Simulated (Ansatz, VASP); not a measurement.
# Tl: VASP beside Ansatz

File INCAR:

```
SYSTEM = Tl
  AGGAC = 1.0
  AGGAX = 1.0
  ALDAC = 0.0
  ALDAX = 1.0
  ALGO = Normal
  EDIFF = 1E-6
  ENCUT = 520
  GGA = B5
  ISIF = 2
  ISMEAR = -1
  LASPH = .True.
  LCHARG = .False.
  LREAL = .False.
  LWAVE = .False.
  NBANDS = 20
  NELM = 80
  PREC = Accurate
  SIGMA = 0.1
```

Contents of KPOINTS:

```
k-points
0
Gamma
  8 8 8
  0 0 0
```

Contents of POSCAR:

```
Tl
1.0
    0.0000000000      3.6526111028      3.6526111028
    3.6526111028      0.0000000000      3.6526111028
    3.6526111028      3.6526111028      0.0000000000
Tl
2
Direct
    0.1250000000      0.1250000000      0.1250000000
    0.8750000000      0.8750000000      0.8750000000
```

Input for Ansatz:

```yaml
crystal:
  lattice:
    - [0.0, 3.6526111028, 3.6526111028]
    - [3.6526111028, 0.0, 3.6526111028]
    - [3.6526111028, 3.6526111028, 0.0]
  atoms:
    - { symbol: Tl, position: [0.125, 0.125, 0.125] }
    - { symbol: Tl, position: [0.875, 0.875, 0.875] }
hamiltonian:
  xc: blyp
  pseudopotentials:
    kind: paw
    azcp:
      Tl: "pseudopotentials/Tl.paw.azcp"
basis:
  ecutwfc: 420
  fft_grid_basis: typed
kpoints:
  mp_grid: { grid: [8, 8, 8], shift: [0, 0, 0] }
magnetization:
  spin_polarized: false
scf:
  occupations: { method: fermi_dirac, width: 0.1 }
  lower_state_search: "off"
output:
  stress: true
  write_density: true
  write_potential: true
  elf: true
  volumetric_format: npy
```

Alike in both runs: task single point; functional BLYP; k mesh 8 × 8 × 8; occupations fermi-dirac, width 0.1 eV; no spin polarisation.

```csv
,VASP,Ansatz
version,VASP 6.6.1,Ansatz 0.2.0
potentials or method,"VASP PAW PBE potentials, release 64 (Tl_d), cutoff 520 eV","plane waves (420 eV) with PAW, scalar-relativistic"
valence electrons in the cell,26,26
```

Ansatz gave:

```
pressure (GPa) : 0.5
```

Task: Which values does VASP return?

Result: Pressure (GPa): 0.4.

VASP's potentials were made for PBE, not for BLYP.

Neither program's run includes spin-orbit coupling.
